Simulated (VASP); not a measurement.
Write the native input for VASP 6.6.1 that does the following.

| Quantity | Value |
| --- | --- |
| Task | single point |
| Functional | LDA |
| Potentials or basis | VASP PAW LDA potentials, release 64 (Co) |
| Cutoff | 520 eV |
| k mesh | 18 × 18 × 18 |
| Occupations | fermi-dirac, width 0.1 eV |
| Spin | no spin polarisation |
| Dipole correction | no |
| Further INCAR settings | ALGO = Normal; EDIFF = 1e-06; NBANDS = 10 |

The structure of Co lies in POSCAR:

```
Co
1.0
    0.0000000000      1.7098175739      1.7098175739
    1.7098175739      0.0000000000      1.7098175739
    1.7098175739      1.7098175739      0.0000000000
Co
1
Direct
    0.0000000000      0.0000000000      0.0000000000
```

This cell differs from its parent crystal: volume scaled by 1.04.

The input as run:

INCAR

```
SYSTEM = Co
  PREC = Accurate
  ENCUT = 520
  EDIFF = 1E-6
  ISMEAR = -1
  SIGMA = 0.1
  LREAL = .FALSE.
  LASPH = .TRUE.
  NELM = 80
  ALGO = Normal
  ISIF = 2
  LWAVE = .FALSE.
  LCHARG = .FALSE.
  NBANDS = 10
```

KPOINTS

```
regular mesh
0
G
  18 18 18
  0 0 0
```

Potentials or basis: VASP PAW LDA potentials, release 64 (Co).

Launch:

```sh
$ cat potpaw_LDA.64/Co/POTCAR > POTCAR
$ mpirun -np 1 vasp_std > vasp.out
```

Results of the run:

```yaml
Pressure: -11.8 GPa
```

Caveat: the run has no spin polarisation, though such a crystal can be magnetic.

It took 10 s on 1 thread of Intel(R) Xeon(R) Platinum 8375C CPU @ 2.90GHz (Ice Lake) (shared host), peak memory 0.13 GiB.
